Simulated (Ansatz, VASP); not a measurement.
SiC in VASP and in Ansatz

File INCAR:

```
PREC     = Accurate       # precision mode
ENCUT    = 520            # plane-wave cutoff, eV
EDIFF    = 1E-7           # SCF threshold, eV
ISMEAR   = 0              # smearing method
SIGMA    = 0.05           # smearing width, eV
LREAL    = False          # projectors in reciprocal space
LASPH    = True           # aspherical terms in the spheres
NELM     = 60             # most SCF steps
ALGO     = Normal         # electronic algorithm
ISIF     = 2              # what is computed and relaxed
LWAVE    = False          # write WAVECAR
LCHARG   = False          # write CHGCAR
GGA      = PE             # functional
NBANDS   = 16             # bands
```

The input KPOINTS:

```
Automatic mesh
0
Gamma
  12 12 6
```

Contents of POSCAR:

```
SiC
1.0
    3.2775059385      0.0000000000      0.0000000000
   -1.6387529692      2.8384034038      0.0000000000
    0.0000000000      0.0000000000      5.0737646004
Si C
2 2
Direct
    0.3333333333      0.6666666667      0.0045636718
    0.6666666667      0.3333333333      0.5045636718
    0.3333333333      0.6666666667      0.3804363282
    0.6666666667      0.3333333333      0.8804363282
```

Input for Ansatz:

```yaml
crystal:
  lattice:
    - [3.2775059385, 0.0, 0.0]
    - [-1.6387529692, 2.8384034038, 0.0]
    - [0.0, 0.0, 5.0737646004]
  atoms:
    - { symbol: Si, position: [0.3333333333, 0.6666666667, 0.0045636718] }
    - { symbol: Si, position: [0.6666666667, 0.3333333333, 0.5045636718] }
    - { symbol: C, position: [0.3333333333, 0.6666666667, 0.3804363282] }
    - { symbol: C, position: [0.6666666667, 0.3333333333, 0.8804363282] }
basis:
  ecutwfc: 420
kpoints:
  mp_grid: { grid: [12, 12, 6] }
hamiltonian:
  xc: pbe
scf:
  occupations: { method: gaussian, width: 0.05 }
output:
  forces: true
  stress: true
  eigenvalues: true
```

Change from the starting cell: strain +0.0600 x Voigt [1, 1, 0, 0, 0, 0], atoms carried along.

Alike in both runs: task single point; functional PBE; k mesh 12 × 12 × 6; occupations gaussian, width 0.05 eV; no spin polarisation.

```csv
,VASP,Ansatz
version,VASP 6.6.1,Ansatz 0.2.0
potentials or method,"VASP PAW PBE potentials, release 64 (Si, C), cutoff 520 eV","scalar-relativistic, plane waves, PAW"
valence electrons in the cell,16,16
```

|  | VASP | Ansatz | Ansatz less VASP |
| --- | --- | --- | --- |
| gap on the k mesh at the Fermi level (eV) | 2.16 | 2.16 | +0.005 |
| least direct gap on the mesh (eV) | 2.90 | 2.90 | +0.001 |
| pressure (GPa) | -19.0 | -19.0 | +0.01 |
| traceless stress, the component that is largest in VASP (GPa) | 16.34 | 16.27 | -0.074 |
| rms of the force components (eV/Å) | 0.187 | 0.187 | -0.0003 |

Atom by atom the forces differ by 0.000 eV/Å (rms over components). With one functional, cell and mesh, what is left measures potentials, basis and numerics.
